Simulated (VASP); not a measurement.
Input of a VASP 6.6.1 run:

File INCAR:

```
SYSTEM = SnO2
PREC     = Accurate       ! precision mode
ENCUT    = 520            ! plane-wave cutoff, eV
EDIFF    = 1E-7           ! SCF threshold, eV
ISMEAR   = 0              ! smearing method
SIGMA    = 0.05           ! smearing width, eV
LREAL    = .False.        ! projectors in reciprocal space
LASPH    = .True.         ! aspherical terms in the spheres
NELM     = 80             ! most SCF steps
ALGO     = Normal         ! electronic algorithm
ISIF     = 2              ! what is computed and relaxed
LWAVE    = .False.        ! write WAVECAR
LCHARG   = .False.        ! write CHGCAR
GGA      = PE             ! functional
NBANDS   = 35             ! bands
```

KPOINTS

```
regular mesh
0
Gamma
  6 6 8
  0 0 0
```

Contents of POSCAR:

```
SnO2
1.0
    4.8277049961      0.0000000000      0.0000000000
    0.0000000000      4.8277049961      0.0000000000
    0.0000000000      0.0000000000      3.2379909406
Sn O
2 4
Direct
   -0.0051167567      0.0040917974      0.0000000000
    0.4967343987      0.5011071397      0.5000000000
    0.3066050863      0.3220311523      0.0000000000
    0.2244927863      0.7718913831      0.5000000000
    0.6933949137      0.7088209797      0.0000000000
    0.8377029589      0.1586812105      0.5000000000
```

Potentials or basis: VASP PAW PBE potentials, release 64 (Sn_d, O).

Run with:

```console
$ cat potpaw_PBE.64/Sn_d/POTCAR potpaw_PBE.64/O/POTCAR > POTCAR
$ mpirun -np 1 vasp_std > vasp.out
```

Problem. What does it give for the band gap on the k mesh?

Solution. 0.63 eV, direct.

Problem. Predict the pressure.

Solution. 8.8 GPa.

Stress tensor (GPa, compression positive):
```
 8.12 -6.10  0.00
-6.10  8.02  0.00
 0.00  0.00 10.38
```

Caveat: the cell differs from its parent crystal (mode 15 (547.8 1/cm) frozen in, largest displacement +0.225 Å); spin-orbit coupling is left out, which moves the levels of the heavy elements; forces of over 1 eV/Å act on the atoms, so gaps and moduli don't describe the material at rest.
